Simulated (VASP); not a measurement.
A run of VASP 6.6.1 is set up as follows.

File INCAR:

```
  ALGO = Fast
  EDIFF = 1E-6
  ENCUT = 520
  GGA = PS
  ISIF = 2
  ISMEAR = 0
  LASPH = True
  LCHARG = True
  LELF = True
  LREAL = False
  LVHAR = True
  LWAVE = False
  NBANDS = 30
  NELM = 80
  PREC = Accurate
  SIGMA = 0.15
```

KPOINTS

```
k-points
0
Gamma
  10 10 10
```

File POSCAR:

```
ScAl3
1.0
   -4.0712986161      0.0000000000     -4.0712986161
    0.0000000000     -4.0712986161     -4.0712986161
   -4.0712986161     -4.0712986161      0.0000000000
Sc Al
2 6
Direct
    0.0000000000      0.0000000000      0.0000000000
    0.5000000000      0.5000000000      0.5000000000
    0.0000000000      0.5000000000      0.5000000000
    0.5000000000      0.0000000000      0.0000000000
    0.0000000000      0.5000000000      0.0000000000
    0.5000000000      0.0000000000      0.5000000000
    0.5000000000      0.5000000000      0.0000000000
    1.0000000000      1.0000000000      0.5000000000
```

Potentials or basis: VASP PAW PBE potentials, release 64 (Sc_sv, Al).

Run with:

```console
$ cat potpaw_PBE.64/Sc_sv/POTCAR potpaw_PBE.64/Al/POTCAR > POTCAR
$ mpirun -np 1 vasp_std > vasp.out
```

**Question.** Estimate the pressure.

**Answer.** 0.1 GPa.

**Question.** What does it give for the band gap on the k mesh?

**Answer.** Zero (band 20 reaches 8.26 eV, above the bottom of band 21 at 5.50 eV).

Caveat: the PAW data sets were made with another functional, which shifts forces and pressure a little.
